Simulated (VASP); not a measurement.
A run of VASP 6.6.1:

The input INCAR:

```
SYSTEM = Hf2H3
  PREC = Accurate
  ENCUT = 600
  EDIFF = 1E-6
  ISMEAR = 0
  SIGMA = 0.1
  LREAL = .False.
  LASPH = .True.
  NELM = 60
  ALGO = Normal
  ISIF = 3
  LWAVE = .False.
  LCHARG = .False.
  GGA = PE
  IBRION = 2
  NSW = 100
  EDIFFG = -0.01
```

The input KPOINTS:

```
regular mesh
0
Gamma
  10 10 6
  0 0 0
```

The input POSCAR:

```
Hf2H3
1.0
    3.5313173356      0.0000000000      0.0000000000
    0.0000000000      3.5313173356      0.0000000000
    0.0000000000      0.0000000000      5.8427433410
Hf H
2 3
Direct
    0.5000000000      0.5000000000      0.5000000000
    0.5000000000      0.5000000000      0.0000000000
    0.5000000000      0.0000000000      0.0000000000
    0.0000000000      0.5000000000      0.0000000000
    0.0000000000      0.0000000000      0.0000000000
```

Potentials or basis: VASP PAW PBE potentials, release 64 (Hf_pv, H).

Run with:

```sh
$ cat potpaw_PBE.64/Hf_pv/POTCAR potpaw_PBE.64/H/POTCAR > POTCAR
$ mpirun -np 1 vasp_std > vasp.out
```

Hardware: 1 thread of Intel(R) Xeon(R) 6975P-C (Granite Rapids), on a shared host.

Problem. Estimate the wall time of this run.

Solution. It took 2.8 min on 1 thread of Intel(R) Xeon(R) 6975P-C (Granite Rapids), on a shared host, peak memory 0.26 GiB. Counts: scf iterations 45, k points 84, ion steps 7.
